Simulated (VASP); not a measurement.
# Li in VASP: relaxation of the atoms with PBE

Aim: the relaxation of the atoms of Li with PBE.

Program: VASP 6.6.1. These are calculated values, not measurements. Logs are shortened: lines on timing, memory, paths and dates and some standing lists are left out, and cuts for length are marked.

### 1 The cell of the first run

The cell holds a slab with vacuum, 4 atoms: a = 4.852 Å, b = 4.852 Å, c = 22.971 Å, α = 90.00°, β = 90.00°, γ = 120.00°.

### 2 Relaxation of the atoms, PBE

The input, INCAR:

```
SYSTEM = Li
ALGO = Normal
DIPOL = 0.5 0.5 0.500
EDIFF = 1E-7
EDIFFG = -0.01
ENCUT = 650
GGA = PE
GGA_COMPAT = .False.
IBRION = 2
IDIPOL = 3
ISIF = 2
ISMEAR = -1
LASPH = .True.
LCHARG = .False.
LDIPOL = .True.
LREAL = .False.
LWAVE = .False.
NELM = 120
NELMDL = -8
NELMIN = 4
NSW = 60
PREC = Accurate
SIGMA = 0.08
```

The input, KPOINTS:

```
k-points
0
Gamma
  9 9 1
  0 0 0
```

The input, POSCAR:

```
Li
1.0
    4.8518899234      0.0000000000      0.0000000000
   -2.4259449617      4.2018599300      0.0000000000
    0.0000000000      0.0000000000     22.9712000000
Li
4
Direct
    0.0000000000      0.0000000000      0.4353285059
    0.3333333340      0.6666666660      0.4784428351
    0.6666666670      0.3333333330      0.5215571646
    0.0000000000      0.0000000000      0.5646714941
```

Potentials or basis: VASP PAW PBE potentials, release 64 (Li_sv).

Command:

```bash
> cat potpaw_PBE.64/Li_sv/POTCAR > POTCAR
> mpirun -np 1 vasp_std > vasp.out
```

OUTCAR:

```text
SYSTEM = Li
   EDIFF = 1E-7
   EDIFFG = -0.01
   ENCUT = 650
   GGA = PE
   IBRION = 2
   ISIF = 2
   ISMEAR = -1
   LASPH = .True.
   LREAL = .False.
   NELM = 120
   NELMDL = -8
   NELMIN = 4
   NSW = 60
   PREC = Accurate

 ion  position               nearest neighbor table
   1  0.000  0.000  0.435-
   2  0.333  0.667  0.478-
   3  0.667  0.333  0.522-
   4  0.000  0.000  0.565-

  LATTYP: Found a hexagonal cell.
 ALAT       =     4.8518899234
 C/A-ratio  =     4.7344849868

  Lattice vectors:

 A1 = (   4.8518899234,   0.0000000000,   0.0000000000)
 A2 = (  -2.4259449617,   4.2018599300,   0.0000000000)
 A3 = (   0.0000000000,   0.0000000000,  22.9712000000)

Analysis of symmetry for initial positions (statically):
=====================================================================
 Subroutine PRICEL returns:
 Original cell was already a primitive cell.

 Routine SETGRP: Setting up the symmetry group for a
 hexagonal supercell.

 Subroutine GETGRP returns: Found 12 space group operations
 (whereof 12 operations were pure point group operations)
 out of a pool of 24 trial point group operations.

The static configuration has the point symmetry D_3d.

Analysis of symmetry for dynamics (positions and initial velocities):
=====================================================================
 Subroutine PRICEL returns:
 Original cell was already a primitive cell.

 Routine SETGRP: Setting up the symmetry group for a
 hexagonal supercell.

 Subroutine GETGRP returns: Found 12 space group operations
 (whereof 12 operations were pure point group operations)
 out of a pool of 24 trial point group operations.

The dynamic configuration has the point symmetry D_3d.

 Subroutine INISYM returns: Found 12 space group operations
 (whereof 12 operations are pure point group operations),
 and found     1 'primitive' translations

----------------------------------------------------------------------------------------

                                     Primitive cell

  volume of cell :     468.3130

  direct lattice vectors                    reciprocal lattice vectors
     4.851889923  0.000000000  0.000000000     0.206105253  0.118994923  0.000000000
    -2.425944962  4.201859930  0.000000000     0.000000000  0.237989847  0.000000000
     0.000000000  0.000000000 22.971200000     0.000000000  0.000000000  0.043532771

  length of vectors
     4.851889923  4.851889923 22.971200000     0.237989847  0.237989847  0.043532771

  position of ions in fractional coordinates (direct lattice)
     0.000000000  0.000000000  0.435328506
     0.333333334  0.666666666  0.478442835
     0.666666667  0.333333333  0.521557165
     0.000000000  0.000000000  0.564671494

  ion indices of the primitive-cell ions
   primitive index   ion index
                 1           1
                 2           2
                 3           3
                 4           4

----------------------------------------------------------------------------------------

 KPOINTS: k-points

Automatic generation of k-mesh.
 Grid dimensions read from file:
 generate k-points for:    9    9    1

 Generating k-lattice:

  Cartesian coordinates                     Fractional coordinates (reciprocal lattice)
     0.022900584  0.013221658  0.000000000     0.111111111 -0.000000000  0.000000000
     0.000000000  0.026443316  0.000000000     0.000000000  0.111111111  0.000000000
     0.000000000  0.000000000  0.043532771     0.000000000  0.000000000  1.000000000

  Length of vectors
     0.026443316  0.026443316  0.043532771

  Shift w.r.t. Gamma in fractional coordinates (k-lattice)
     0.000000000  0.000000000  0.000000000

 Subroutine IBZKPT returns following result:
 ===========================================

 Found     12 irreducible k-points:

 Following reciprocal coordinates:
            Coordinates               Weight
  0.000000  0.000000  0.000000      1.000000
  0.111111 -0.000000  0.000000      6.000000
  0.222222 -0.000000  0.000000      6.000000
  0.333333 -0.000000  0.000000      6.000000
  0.444444 -0.000000  0.000000      6.000000
  0.111111  0.111111  0.000000      6.000000
  0.222222  0.111111  0.000000     12.000000
  0.333333  0.111111  0.000000     12.000000
  0.444444  0.111111  0.000000      6.000000
  0.222222  0.222222  0.000000      6.000000
  0.333333  0.222222  0.000000     12.000000
  0.333333  0.333333  0.000000      2.000000
   k-points           NKPTS =     12   k-points in BZ     NKDIM =     12   number of bands    NBANDS=     10
   number of dos      NEDOS =    301   number of ions     NIONS =      4
   total plane-waves  NPLWV = 307200
   dimension x,y,z NGX =    40 NGY =   40 NGZ =  192
   dimension x,y,z NGXF=    80 NGYF=   80 NGZF=  384
   ions per type =               4
   NGX,Y,Z   is equivalent  to a cutoff of  13.71, 13.71, 13.90 a.u.
   NGXF,Y,Z  is equivalent  to a cutoff of  27.41, 27.41, 27.79 a.u.
 SYSTEM =  Li
   PREC   = accura    normal or accurate (medium, high low for compatibility)
   ISTART =      0    job   : 0-new  1-cont  2-samecut
   ICHARG =      2    charge: 1-file 2-atom 10-const
   ISPIN  =      1    spin polarized calculation?
   LNONCOLLINEAR =      F non collinear calculations
   LSORBIT =      F    spin-orbit coupling
   LASPH  =      T    aspherical Exc in radial PAW
   ENCUT  =  650.0 eV  47.77 Ry    6.91 a.u.  10.09 10.09 47.75*2*pi/ulx,y,z
   NELM   =    120;   NELMIN=  4; NELMDL= -8     # of ELM steps
   EDIFF  = 0.1E-06   stopping-criterion for ELM
   LREAL  =      F    real-space projection
   EDIFFG = -.1E-01   stopping-criterion for IOM
   NSW    =     60    number of steps for IOM
   IBRION =      2    ionic relax: 0-MD 1-quasi-New 2-CG
   NFREE  =      1    steps in history (QN), initial steepest desc. (CG)
   ISIF   =      2    stress and relaxation
   ISYM   =      2    0-nonsym 1-usesym 2-fastsym
   POTIM  = 0.5000    time-step for ionic-motion
   TEBEG  =    0.0;   TEEND  =   0.0 temperature during run
   PSTRESS=    0.0 pullay stress
   NELECT =      12.0000    total number of electrons
   NUPDOWN=      -1.0000    fix difference up-down
   EMIN   =  10.00;   EMAX   =-10.00  energy-range for DOS
   EFERMI =   0.00;   METHOD = LEGACY
   ISMEAR =    -1;   SIGMA  =   0.08  broadening in eV -4-tet -1-fermi 0-gaus
   EFERMI_NEDOS =   21; number of points for ismear=-14 and -15
   IALGO  =     38    algorithm
   IMIX   =      4    mixing-type and parameters
     AMIX     =   0.40;   BMIX     =  1.00
     AMIX_MAG =   1.60;   BMIX_MAG =  1.00
  volume/ion in A,a.u.               =     117.08       790.08
  Fermi-wavevector in a.u.,A,eV,Ry     =   0.482640  0.912057  3.169358  0.232941
  Thomas-Fermi vector in A             =   1.481377
   LORBIT       =      0    0 simple, 1 ext, 2 COOP (PROOUT), +10 PAW based schemes
   GGA     = PE    functional components
   LHFCALC =     F    Hartree Fock is set to
   AEXX    =    0.0000 exact exchange contribution
   IVDW    =     0    specifies the selected vdW correction
   LEPSILON=     F    determine dielectric tensor
   LRPA    =     F    only Hartree local field effects (RPA)
 conjugate gradient relaxation of ions
 non-spin polarized calculation
  energy-cutoff  :      650.00
  volume of cell :      468.31
 maximum number of plane-waves:     17666
   NGX = 21   NGY = 21   NGZ = 95

--------------------------------------- Ionic step        1  -------------------------------------------

 number of electron      11.9999999 magnetization

 Free energy of the ion-electron system (eV)
  ---------------------------------------------------
  ext. energy  EPLUGINS =         0.00000000
  ---------------------------------------------------
  free energy    TOTEN  =        -6.22393120 eV

  energy without entropy =       -6.18000550  energy(sigma->0) =       -6.20196835

------------------------ aborting loop because EDIFF is reached ----------------------------------------

  FORCE on cell =-STRESS in cart. coord.  units (eV):
  Direction    XX          YY          ZZ          XY          YZ          ZX
  --------------------------------------------------------------------------------------
  -------------------------------------------------------------------------------------
  Total       -0.9357559     -0.9357559     -0.3560641      0.0000000      0.0000000     -0.0000000
  in kB       -3.2013781     -3.2013781     -1.2181551      0.0000000      0.0000000     -0.0000000
  external PRESSURE =      -2.5403038 kB  Pullay stress =       0.0000000 kB
[... 289 lines left out ...]
  energy  without entropy=       -6.2765013138  energy(sigma->0) =       -6.30239925

--------------------------------------- Ionic step        9  -------------------------------------------

 number of electron      11.9999997 magnetization

 dipolmoment           0.000000      0.000000      0.000000 electrons x Angstroem

 Free energy of the ion-electron system (eV)
  ---------------------------------------------------
  ext. energy  EPLUGINS =         0.00000000
  ---------------------------------------------------
  free energy    TOTEN  =        -6.32841136 eV

  energy without entropy =       -6.27625465  energy(sigma->0) =       -6.30233300

 E-fermi :  -2.2774     XC(G=0):  -2.0264

 val. band max:       -2.4510588592   @ k =   0.2222   0.1111   0.0000
 cond. band min:      -2.2766261676   @ k =   0.3333  -0.0000   0.0000
 fundamental gap:      0.1744326916
 Fermi energy:        -2.2773910383

 k-point     1 :       0.0000    0.0000    0.0000
  band No.  band energies     occupation
      1     -49.7975      2.00000
      2     -49.7934      2.00000
      3     -49.0885      2.00000
      4     -49.0652      2.00000
      5      -5.0688      2.00000
      6      -3.0794      1.99991
      7      -1.1834      0.00000
      8       0.1960      0.00000
      9       0.6768      0.00000
     10       0.7806      0.00000
[... 131 lines left out ...]
 k-point    12 :       0.3333    0.3333    0.0000
  band No.  band energies     occupation
      1     -49.7975      2.00000
      2     -49.7935      2.00000
      3     -49.0769      2.00000
      4     -49.0769      2.00000
      5      -3.2652      1.99999
      6      -2.8200      1.99774
      7      -2.8200      1.99774
      8      -0.8495      0.00000
      9      -0.8495      0.00000
     10      -0.0398      0.00000

------------------------ aborting loop because EDIFF is reached ----------------------------------------

 vacuum level on the upper side and lower side of the slab       (xc-potential included)        -0.006        -0.006

  FORCE on cell =-STRESS in cart. coord.  units (eV):
  Direction    XX          YY          ZZ          XY          YZ          ZX
  --------------------------------------------------------------------------------------
  -------------------------------------------------------------------------------------
  Total       -0.7226113     -0.7226113     -0.1204109      0.0000000      0.0000000     -0.0000000
  in kB       -2.4721745     -2.4721745     -0.4119458      0.0000000      0.0000000     -0.0000000
  external PRESSURE =      -1.7854316 kB  Pullay stress =       0.0000000 kB

 VOLUME and BASIS-vectors are now :
 -----------------------------------------------------------------------------
  energy-cutoff  :      650.00
  volume of cell :      468.31
      direct lattice vectors                 reciprocal lattice vectors
     4.851889923  0.000000000  0.000000000     0.206105253  0.118994923  0.000000000
    -2.425944962  4.201859930  0.000000000     0.000000000  0.237989847  0.000000000
     0.000000000  0.000000000 22.971200000     0.000000000  0.000000000  0.043532771
[... 10 lines left out ...]
  FREE ENERGIE OF THE ION-ELECTRON SYSTEM (eV)
  ---------------------------------------------------
  free  energy   TOTEN  =        -6.3284113570 eV

  energy  without entropy=       -6.2762546477  energy(sigma->0) =       -6.30233300

 reached required accuracy - stopping structural energy minimisation

 vacuum level on the upper side and lower side of the slab         0.707         0.707
```

Wall time 17 min (1 thread of Intel Xeon 8259CL, shared host); peak memory 0.7 GiB.

What came out:

| Quantity | Value |
| --- | --- |
| Free energy | -6.3284 eV |
| Energy gained by relaxing | 26.1 meV/atom |
| Ionic steps | 9 |
| Largest force after relaxing | 0.006 eV/Å |
| Band gap on the k mesh | zero (bands 6 and 7 overlap by 0.62 eV) |

Forces on the atoms (eV/Å):
```
Li   0.000  0.000  0.006
Li   0.000  0.000  0.000
Li   0.000  0.000  0.000
Li   0.000  0.000 -0.006
```

The path:
```tsv
step	energy change (eV)	largest force (eV/Å)	pressure (GPa)
1	0.0000	0.2583	-0.25
2	-0.0063	0.2484	-0.25
3	-0.0238	0.2195	-0.24
4	-0.0525	0.1654	-0.23
5	-0.0883	0.0795	-0.20
6	-0.1025	0.0235	-0.19
7	-0.1043	0.0140	-0.18
8	-0.1044	0.0138	-0.19
9	-0.1045	0.0061	-0.18
```

Final structure:
```cif
data_structure
_symmetry_space_group_name_H-M 'P 1'
_symmetry_Int_Tables_number 1
_cell_length_a 4.8519
_cell_length_b 4.8519
_cell_length_c 22.9712
_cell_angle_alpha 90.000
_cell_angle_beta 90.000
_cell_angle_gamma 120.000
_cell_volume 468.31
loop_
_atom_site_label
_atom_site_type_symbol
_atom_site_fract_x
_atom_site_fract_y
_atom_site_fract_z
_atom_site_occupancy
Li1 Li 0.00000 0.00000 0.43551 1
Li2 Li 0.33333 0.66667 0.49999 1
Li3 Li 0.66667 0.33333 0.50001 1
Li4 Li 0.00000 0.00000 0.56449 1
```

The gap in the log of VASP goes by the Fermi energy; the results here count the filled bands.